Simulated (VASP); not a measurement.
# H11C2NO4 in VASP: a series of runs, part 3 of 3

VASP 6.6.1.

**4. Single point, LDA**

Input file INCAR:

```
ALGO     = Normal         # electronic algorithm
EDIFF    = 1E-7           # SCF threshold, eV
ENCUT    = 520            # plane-wave cutoff, eV
ISIF     = 2              # what is computed and relaxed
ISMEAR   = -1             # smearing method
LASPH    = True           # aspherical terms in the spheres
LCHARG   = False          # write CHGCAR
LREAL    = Auto         
LWAVE    = False          # write WAVECAR
NBANDS   = 39             # bands
NELM     = 80             # most SCF steps
PREC     = Accurate       # precision mode
SIGMA    = 0.02           # smearing width, eV
```

Input file KPOINTS:

```
k-points
0
Gamma
  1 1 1
```

Input file POSCAR:

```
H11C2NO4
1.0
    5.9154820000      0.0000000000      0.0000000000
    0.0000000000      5.9154820000      0.0000000000
    0.0000000000      0.0000000000      5.9154820000
O H C N
4 11 2 1
Direct
    0.3999335980      0.2025025180      0.1777369959
    0.5985142039      0.7701992838      0.1891646361
    0.5496593515      0.9854649207      0.7694047586
    0.2725052667      0.7610368859      0.4909997190
    0.5006861656      0.3269217961      0.2273018496
    0.4440720131      0.1589557706      0.0100752568
    0.5652455709      0.9412588864      0.2125608699
    0.6971029580      0.7126722725      0.3170324920
    0.4351969966      0.9121657373      0.6740448200
    0.5935610995      0.8573942073      0.8671820825
    0.3546118474      0.7538692536      0.3464806418
    0.1228133227      0.7033746363      0.4877370940
    0.2415863999      0.2012008489      0.6322561712
    0.1146144980      0.2970172169      0.8954468968
   -0.0263207630      0.0916408840      0.7570135451
    0.0806527684      0.2376475831      0.7262299167
   -0.0602993974      0.4056981325      0.6262042552
   -0.1640103038      0.5490507790      0.5409026686
```

Potentials or basis: VASP PAW LDA potentials, release 64 (O, H, C, N).

Started as:

```sh
$ cat potpaw_LDA.64/O/POTCAR potpaw_LDA.64/H/POTCAR potpaw_LDA.64/C/POTCAR potpaw_LDA.64/N/POTCAR > POTCAR
$ mpirun -np 1 vasp_gam > vasp.out
```

OUTCAR:

```text
EDIFF = 1E-7
   ENCUT = 520
   ISIF = 2
   ISMEAR = -1
   LASPH = True
   LREAL = Auto
   NELM = 80
   PREC = Accurate

 ion  position               nearest neighbor table
   1  0.400  0.203  0.178-   5 0.99   6 1.06
   2  0.599  0.770  0.189-   8 1.01   7 1.04
   3  0.550  0.985  0.769-   9 0.98  10 0.99
   4  0.273  0.761  0.491-  12 0.95  11 0.98
   5  0.501  0.327  0.227-   1 0.99
   6  0.444  0.159  0.010-   1 1.06
   7  0.565  0.941  0.213-   2 1.04
   8  0.697  0.713  0.317-   2 1.01
   9  0.435  0.912  0.674-   3 0.98
  10  0.594  0.857  0.867-   3 0.99
  11  0.355  0.754  0.346-   4 0.98
  12  0.123  0.703  0.488-   4 0.95
  13  0.242  0.201  0.632-  16 1.12
  14  0.115  0.297  0.895-  16 1.08
  15  0.974  0.092  0.757-  16 1.09
  16  0.081  0.238  0.726-  14 1.08  15 1.09  13 1.12  17 1.43
  17  0.940  0.406  0.626-  18 1.16  16 1.43
  18  0.836  0.549  0.541-  17 1.16

  LATTYP: Found a simple cubic cell.
 ALAT       =     5.9154820000

  Lattice vectors:

[... 189 lines left out ...]
 cond. band min:       0.9518984789   @ k =   0.0000   0.0000   0.0000
 fundamental gap:      5.0433236489
 Fermi energy:        -3.5954392996

 k-point     1 :       0.0000    0.0000    0.0000
  band No.  band energies     occupation
      1     -22.1501      2.00000
      2     -21.6085      2.00000
      3     -21.4740      2.00000
      4     -21.1988      2.00000
      5     -20.2271      2.00000
      6     -16.2839      2.00000
[... 28 lines left out ...]
     35       6.6316      0.00000
     36       6.7922      0.00000
 [bands above 36 left out]

------------------------ aborting loop because EDIFF is reached ----------------------------------------

  FORCE on cell =-STRESS in cart. coord.  units (eV):
  Direction    XX          YY          ZZ          XY          YZ          ZX
  --------------------------------------------------------------------------------------
  -------------------------------------------------------------------------------------
  Total       -0.8730167     -2.9883758     -2.5942362      2.3372166     -0.9452425      0.9113418
  in kB       -6.7571373    -23.1299867    -20.0793516     18.0900238     -7.3161637      7.0537726
  external PRESSURE =     -16.6554918 kB  Pullay stress =       0.0000000 kB

 VOLUME and BASIS-vectors are now :
 -----------------------------------------------------------------------------
  energy-cutoff  :      520.00
  volume of cell :      207.00
      direct lattice vectors                 reciprocal lattice vectors
     5.915482000  0.000000000  0.000000000     0.169047932  0.000000000  0.000000000
     0.000000000  5.915482000  0.000000000     0.000000000  0.169047932  0.000000000
     0.000000000  0.000000000  5.915482000     0.000000000  0.000000000  0.169047932

 POSITION                                       TOTAL-FORCE (eV/Angst)
 -----------------------------------------------------------------------------------
      2.36580      1.19790      1.05140         0.856774     -0.473421     -1.548643
      3.54050      4.55610      1.11900         0.113989      1.134953      0.512804
      3.25150      5.82950      4.55140         0.346488      0.314634      0.903397
      1.61200      4.50190      2.90450         1.373814      0.803095      1.015566
      2.96180      1.93390      1.34460        -0.359851     -0.284974     -0.384390
      2.62690      0.94030      0.05960        -0.256480      0.441473      1.419824
[... 10 lines left out ...]
      5.55878      2.39990      3.70430         0.368677      0.054515     -0.484240
      4.94528      3.24790      3.19970        -0.102378     -0.126195     -0.067894
 -----------------------------------------------------------------------------------
    total drift:                                0.003096     -0.003576     -0.001311

  FREE ENERGIE OF THE ION-ELECTRON SYSTEM (eV)
  ---------------------------------------------------
  free  energy   TOTEN  =      -100.9111184302 eV

  energy  without entropy=     -100.9111184302  energy(sigma->0) =     -100.91111843
```

OSZICAR:

```text
N       E                     dE             d eps       ncg     rms          rms(c)
DAV:   1     0.384643687559E+03    0.38464E+03   -0.24421E+04    78   0.110E+03
DAV:   2    -0.661258223005E+02   -0.45077E+03   -0.42130E+03   108   0.273E+02
DAV:   3    -0.110610305525E+03   -0.44484E+02   -0.44106E+02   108   0.924E+01
DAV:   4    -0.111373220372E+03   -0.76291E+00   -0.76146E+00   100   0.137E+01
DAV:   5    -0.111385274490E+03   -0.12054E-01   -0.12051E-01   108   0.170E+00    0.186E+01
DAV:   6    -0.101857731667E+03    0.95275E+01   -0.24955E+01   100   0.238E+01    0.782E+00
DAV:   7    -0.101165922757E+03    0.69181E+00   -0.16834E+00    92   0.608E+00    0.461E+00
DAV:   8    -0.100926192906E+03    0.23973E+00   -0.37537E-01   100   0.338E+00    0.134E+00
DAV:   9    -0.100906719306E+03    0.19474E-01   -0.43630E-02   100   0.115E+00    0.371E-01
DAV:  10    -0.100907979671E+03   -0.12604E-02   -0.10790E-02   100   0.602E-01    0.206E-01
DAV:  11    -0.100909824308E+03   -0.18446E-02   -0.25829E-03    92   0.276E-01    0.976E-02
DAV:  12    -0.100910753110E+03   -0.92880E-03   -0.48381E-04    92   0.114E-01    0.399E-02
DAV:  13    -0.100911078621E+03   -0.32551E-03   -0.13810E-04   100   0.542E-02    0.167E-02
DAV:  14    -0.100911112030E+03   -0.33408E-04   -0.16563E-05    92   0.214E-02    0.643E-03
DAV:  15    -0.100911117906E+03   -0.58765E-05   -0.43013E-06   100   0.118E-02    0.255E-03
DAV:  16    -0.100911118249E+03   -0.34263E-06   -0.71661E-07    92   0.458E-03    0.163E-03
DAV:  17    -0.100911118415E+03   -0.16623E-06   -0.23320E-07    84   0.303E-03    0.580E-04
DAV:  18    -0.100911118430E+03   -0.15139E-07   -0.30841E-08    68   0.131E-03
   1 F= -.10091112E+03 E0= -.10091112E+03  d E =-.181824E-10
```

Run time: 42 s. Hardware: 1 thread of Intel Xeon 8259CL, shared host; peak memory 0.25 GiB.

Results:

- Free energy: -100.9111 eV
- Pressure: -1.7 GPa
- Largest force: 1.888 eV/Å

Forces in eV/Å, atoms in the order of the input:
```
O    0.857 -0.473 -1.549
O    0.114  1.135  0.513
O    0.346  0.315  0.903
O    1.374  0.803  1.016
H   -0.360 -0.285 -0.384
H   -0.256  0.441  1.420
H    0.274 -1.301  0.005
H   -0.365  0.334 -0.406
H   -0.752 -0.372 -0.839
H    0.266  0.111  0.324
H    0.198 -0.256 -0.534
H   -1.390 -0.470 -0.259
H   -0.640  0.140  0.135
H    0.615  0.309  0.901
H   -0.228 -0.942 -0.287
C   -0.319  0.582 -0.406
C    0.369  0.055 -0.484
N   -0.102 -0.126 -0.068
```

Levels at points of the mesh, in eV from the Fermi level:
```tsv
k point	band 21	band 22	band 23	band 24	band 25	band 26	band 27	band 28
(0.00, 0.00, 0.00)	-0.92	-0.80	-0.56	-0.50	4.55	5.55	5.71	7.80
```

Caveat: the k points lie up to 1.06 Å⁻¹ apart, too coarse for converged energies, forces and pressures.

**5. Summary**

| cell | pressure (GPa) | largest force (eV/Å) |
| --- | --- | --- |
| as given, atomic positions A | -0.7 | 0.28 |
| as given, atomic positions B | -1.0 | 1.92 |
| as given, atomic positions C | -1.7 | 1.89 |

Alike in all rows: task single point; level LDA; potentials or basis VASP PAW LDA potentials, release 64 (O, H, C, N); no spin polarisation; k mesh 1 × 1 × 1; cutoff (eV) 520; smearing fermi-dirac 0.02 eV.

Caveats: all runs use coarse meshes.

Total energies depend on the potentials used, so only differences within one code and one set of settings carry meaning.
